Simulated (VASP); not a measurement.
# SnO2 (Cassiterite) (P4_2/mnm) in VASP: a series of runs, part 2 of 2

VASP 6.6.1. The steps go on from the part before.

**3. Relaxation of cell and atoms, LDA, target pressure 4 GPa, at which the enthalpy is minimised**

Input file INCAR:

```
  PREC = Accurate
  ENCUT = 600
  EDIFF = 1E-7
  ISMEAR = 0
  SIGMA = 0.01
  LREAL = False
  LASPH = True
  NELM = 100
  ALGO = Normal
  ISIF = 3
  LWAVE = False
  LCHARG = False
  IBRION = 2
  NSW = 80
  EDIFFG = -0.01
  PSTRESS = 40.0
```

Input file KPOINTS:

```
Automatic mesh
0
Gamma
  4 4 6
```

Input file POSCAR:

```
SnO2
1.0
    4.7380000000      0.0000000000      0.0000000000
    0.0000000000      4.7380000000      0.0000000000
    0.0000000000      0.0000000000      3.1865000000
Sn O
2 4
Direct
    0.0000000000      0.0000000000      0.0000000000
    0.5000000000      0.5000000000      0.5000000000
    0.3071000000      0.3071000000      0.0000000000
    0.1929000000      0.8071000000      0.5000000000
    0.6929000000      0.6929000000      0.0000000000
    0.8071000000      0.1929000000      0.5000000000
```

Potentials or basis: VASP PAW LDA potentials, release 64 (Sn_d, O).

Run with:

```console
> cat potpaw_LDA.64/Sn_d/POTCAR potpaw_LDA.64/O/POTCAR > POTCAR
> mpirun -np 1 vasp_std > vasp.out
```

Run time: 1.7 min. Hardware: 1 thread of Intel Xeon 6975P-C (Granite Rapids), shared host; peak memory 0.2 GiB.

Results (log left out):

```
Free energy                                            : -42.2752 eV
Relaxed volume                                         : 11.68 Å³/atom
Relaxed cell                                           : a = 4.692 Å, b = 4.692 Å, c = 3.184 Å, α = 90.00°, β = 90.00°, γ = 90.00°
Space group after relaxing (to 0.05 Å)                 : P4_2/mnm (No. 136)
Energy change on relaxing (the enthalpy is what falls) : +2.0 meV/atom
Ionic steps                                            : 6
Pressure after relaxing                                : 4.0 GPa
Largest force after relaxing                           : 0.007 eV/Å
Band gap on the k mesh                                 : 1.35 eV, direct
```

Forces on the atoms (eV/Å):
```
Sn   0.000  0.000  0.000
Sn   0.000  0.000  0.000
O    0.005  0.005  0.000
O   -0.005  0.005  0.000
O   -0.005 -0.005  0.000
O    0.005 -0.005  0.000
```

Stress tensor (GPa, compression positive):
```
3.93 0.00 0.00
0.00 3.93 0.00
0.00 0.00 4.04
```

Step by step:
| step | energy change (eV) | largest force (eV/Å) | pressure (GPa) | volume (Å³) |
| --- | --- | --- | --- | --- |
| 1 | 0.0000 | 0.1793 | 0.09 | 71.53 |
| 2 | 0.0780 | 0.1014 | 9.59 | 68.56 |
| 3 | 0.0159 | 0.1511 | 4.44 | 70.09 |
| 4 | 0.0129 | 0.0673 | 3.93 | 70.08 |
| 5 | 0.0126 | 0.0201 | 4.02 | 70.08 |
| 6 | 0.0122 | 0.0068 | 3.97 | 70.10 |

Final structure:
```yaml
crystal:
  lattice:
    - [4.69183, 0.00000, 0.00000]
    - [0.00000, 4.69183, 0.00000]
    - [0.00000, 0.00000, 3.18425]
  atoms:
    - { symbol: Sn, position: [0.00000, 0.00000, 0.00000] }
    - { symbol: Sn, position: [0.50000, 0.50000, 0.50000] }
    - { symbol: O, position: [0.30573, 0.30573, 0.00000] }
    - { symbol: O, position: [0.19427, 0.80573, 0.50000] }
    - { symbol: O, position: [0.69427, 0.69427, 0.00000] }
    - { symbol: O, position: [0.80573, 0.19427, 0.50000] }
```

Levels at points of the mesh, in eV from the valence-band top:
| k point | band 24 | band 25 | band 26 | band 27 | band 28 | band 29 |
| --- | --- | --- | --- | --- | --- | --- |
| (0.00, 0.00, 0.00) | -0.82 | -0.82 | 0.00 | 1.35 | 6.07 | 6.12 |
| (0.50, 0.00, 0.00) | -1.24 | -0.65 | -0.65 | 4.51 | 4.51 | 6.89 |
| (0.50, 0.50, 0.00) | -1.37 | -0.92 | -0.92 | 4.91 | 4.91 | 7.42 |
| (0.00, 0.00, 0.50) | -1.77 | -1.31 | -1.31 | 6.24 | 6.24 | 9.66 |
| (0.50, 0.00, 0.50) | -1.16 | -0.69 | -0.69 | 6.54 | 6.54 | 8.05 |
| (0.50, 0.50, 0.50) | -1.00 | -0.86 | -0.86 | 4.87 | 4.87 | 8.73 |

Caveat: the cell is relaxed towards a set pressure, so the enthalpy falls and the energy may rise; spin-orbit coupling is left out, which moves the levels of the heavy elements.

**4. Relaxation of cell and atoms, LDA, target pressure 6 GPa, at which the enthalpy is minimised**

Input file INCAR:

```
SYSTEM = SnO2
PREC = Accurate
ENCUT = 600
EDIFF = 1E-6
ISMEAR = 0
SIGMA = 0.01
LREAL = .False.
LASPH = .True.
NELM = 100
ALGO = Normal
ISIF = 3
LWAVE = .False.
LCHARG = .False.
IBRION = 2
NSW = 80
EDIFFG = -0.01
PSTRESS = 60.0
```

Input file KPOINTS:

```
regular mesh
0
Gamma
  4 4 6
  0 0 0
```

POSCAR is that of step 3.

Run with:

```console
> cat potpaw_LDA.64/Sn_d/POTCAR potpaw_LDA.64/O/POTCAR > POTCAR
> mpirun -np 1 vasp_std > vasp.out
```

Run time: 91 s. Hardware: 1 thread of Intel Xeon 6975P-C (Granite Rapids), shared host; peak memory 0.21 GiB.

The run converged. Its results:

| Quantity | Value |
| --- | --- |
| Free energy | -42.2565 eV |
| Relaxed volume | 11.58 Å³/atom |
| Relaxed cell | a = 4.676 Å, b = 4.676 Å, c = 3.179 Å, α = 90.00°, β = 90.00°, γ = 90.00° |
| Space group after relaxing (to 0.05 Å) | P4_2/mnm (No. 136) |
| Energy change on relaxing (the enthalpy is what falls) | +5.2 meV/atom |
| Ionic steps | 6 |
| Pressure after relaxing | 6.0 GPa |
| Largest force after relaxing | 0.010 eV/Å |
| Band gap on the k mesh | 1.45 eV, direct |

Forces on the atoms (eV/Å):
```
Sn   0.000  0.000  0.000
Sn   0.000  0.000  0.000
O    0.007  0.007  0.000
O   -0.007  0.007  0.000
O   -0.007 -0.007  0.000
O    0.007 -0.007  0.000
```

Stress tensor (GPa, compression positive):
```
5.90 0.00 0.00
0.00 5.90 0.00
0.00 0.00 6.05
```

Step by step:
```tsv
step	energy change (eV)	largest force (eV/Å)	pressure (GPa)	volume (Å³)
1	0.0000	0.1794	0.09	71.53
2	0.1943	0.1820	15.59	67.08
3	0.0346	0.1933	6.34	69.54
4	0.0324	0.0784	5.99	69.46
5	0.0316	0.0268	6.02	69.48
6	0.0309	0.0096	5.95	69.49
```

Final structure:
```
Sn O
1.0
     4.67564    0.00000    0.00000
     0.00000    4.67564    0.00000
     0.00000    0.00000    3.17865
Sn O
2 4
Cartesian
  0.0000 0.0000 0.0000
  2.3378 2.3378 1.5893
  1.4289 1.4289 3.1786
  0.9089 3.7667 1.5893
  3.2467 3.2467 0.0000
  3.7667 0.9089 1.5893
```

Levels at points of the mesh, in eV from the valence-band top:
```tsv
k point	band 23	band 24	band 25	band 26	band 27	band 28	band 29	band 30
(0.00, 0.00, 0.00)	-1.28	-0.82	-0.82	0.00	1.45	6.13	6.16	6.16
(0.50, 0.00, 0.00)	-1.24	-1.24	-0.66	-0.66	4.61	4.61	6.93	6.93
(0.50, 0.50, 0.00)	-1.37	-1.37	-0.93	-0.93	5.00	5.00	7.48	7.48
(0.00, 0.00, 0.50)	-1.80	-1.80	-1.32	-1.32	6.34	6.34	9.73	9.73
(0.50, 0.00, 0.50)	-1.17	-1.17	-0.68	-0.68	6.64	6.64	8.14	8.14
(0.50, 0.50, 0.50)	-1.00	-1.00	-0.87	-0.87	4.96	4.96	8.78	8.78
```

Caveat: the cell is relaxed towards a set pressure, so the enthalpy falls and the energy may rise; spin-orbit coupling is left out, which moves the levels of the heavy elements. Zero-point motion and thermal expansion aren't in these numbers.

**5. Relaxation of cell and atoms, LDA, target pressure 8 GPa, at which the enthalpy is minimised**

Input file INCAR:

```
SYSTEM = SnO2
PREC = Accurate ; ENCUT = 600
EDIFF = 1E-7 ; ISMEAR = 0
SIGMA = 0.01 ; LREAL = .FALSE.
LASPH = .TRUE. ; NELM = 100
ALGO = Normal ; ISIF = 3
LWAVE = .FALSE. ; LCHARG = .FALSE.
GGA = CA ; IBRION = 2
NSW = 80 ; EDIFFG = -0.01
PSTRESS = 80.0
```

Input file KPOINTS:

```
Automatic mesh
0
G
  4 4 6
  0 0 0
```

POSCAR is that of step 4.

Run with:

```console
> cat potpaw_LDA.64/Sn_d/POTCAR potpaw_LDA.64/O/POTCAR > POTCAR
> mpirun -np 1 vasp_std > vasp.out
```

Run time: 4.4 min. Hardware: 1 thread of Intel Xeon Platinum 8488C (Sapphire Rapids), shared host; peak memory 0.21 GiB.

It converged, with:

* Free energy: -42.2307 eV
* Relaxed volume: 11.48 Å³/atom
* Relaxed cell: a = 4.658 Å, b = 4.658 Å, c = 3.175 Å, α = 90.00°, β = 90.00°, γ = 90.00°
* Space group after relaxing (to 0.05 Å): P4_2/mnm (No. 136)
* Energy change on relaxing (the enthalpy is what falls): +9.5 meV/atom
* Ionic steps: 7
* Pressure after relaxing: 8.0 GPa
* Band gap on the k mesh: 1.55 eV, direct

Step by step:
```tsv
step	energy change (eV)	largest force (eV/Å)	pressure (GPa)	volume (Å³)
1	0.0000	0.1793	0.09	71.53
2	0.3671	0.2683	22.26	65.61
3	0.0587	0.2314	8.25	69.02
4	0.0581	0.0951	7.97	68.88
5	0.0564	0.0357	7.99	68.91
6	0.0565	0.0126	7.98	68.90
7	0.0567	0.0009	7.99	68.89
```

Final structure:
```
Sn O
1.0
     4.65805    0.00000    0.00000
     0.00000    4.65805    0.00000
     0.00000    0.00000    3.17525
Sn O
2 4
Direct
  0.00000 0.00000 0.00000
  0.50000 0.50000 0.50000
  0.30561 0.30561 0.00000
  0.19439 0.80561 0.50000
  0.69439 0.69439 0.00000
  0.80561 0.19439 0.50000
```

Levels at points of the mesh, in eV from the valence-band top:
```tsv
k point	band 22	band 23	band 24	band 25	band 26	band 27	band 28	band 29	band 30	band 31
(0.00, 0.00, 0.00)	-1.27	-1.27	-0.83	-0.83	0.00	1.55	6.19	6.19	6.19	10.29
(0.50, 0.00, 0.00)	-2.07	-1.24	-1.24	-0.66	-0.66	4.70	4.70	6.96	6.96	11.25
(0.50, 0.50, 0.00)	-2.16	-1.37	-1.37	-0.93	-0.93	5.09	5.09	7.53	7.53	11.21
(0.00, 0.00, 0.50)	-2.74	-1.82	-1.82	-1.33	-1.33	6.45	6.45	9.80	9.80	10.55
(0.50, 0.00, 0.50)	-1.83	-1.19	-1.19	-0.66	-0.66	6.75	6.75	8.23	8.23	10.99
(0.50, 0.50, 0.50)	-2.37	-1.01	-1.01	-0.87	-0.87	5.05	5.05	8.82	8.82	11.00
```

Caveat: the cell is relaxed towards a set pressure, so the enthalpy falls and the energy may rise; spin-orbit coupling is left out, which moves the levels of the heavy elements. LDA usually gives volumes a few per cent too small.

**6. Overview**

| cell | gap on the mesh (eV) | pressure (GPa) | largest force (eV/Å) |
| --- | --- | --- | --- |
| relaxed to 2 GPa | 1.25 | 2.0 | - |
| relaxed to 4 GPa | 1.35 | 4.0 | 0.01 |
| relaxed to 6 GPa | 1.45 | 6.0 | 0.01 |
| relaxed to 8 GPa | 1.55 | 8.0 | - |

Alike in all rows: task relaxation of cell and atoms; level LDA; potentials or basis VASP PAW LDA potentials, release 64 (Sn_d, O); no spin polarisation; k mesh 4 × 4 × 6; cutoff (eV) 600; smearing gaussian 0.01 eV.

Caveats: the cell is relaxed towards a set pressure, so the enthalpy falls and the energy may rise; spin-orbit coupling is left out, which moves the levels of the heavy elements.

Absolute energies hang on the potentials; compare differences alone.
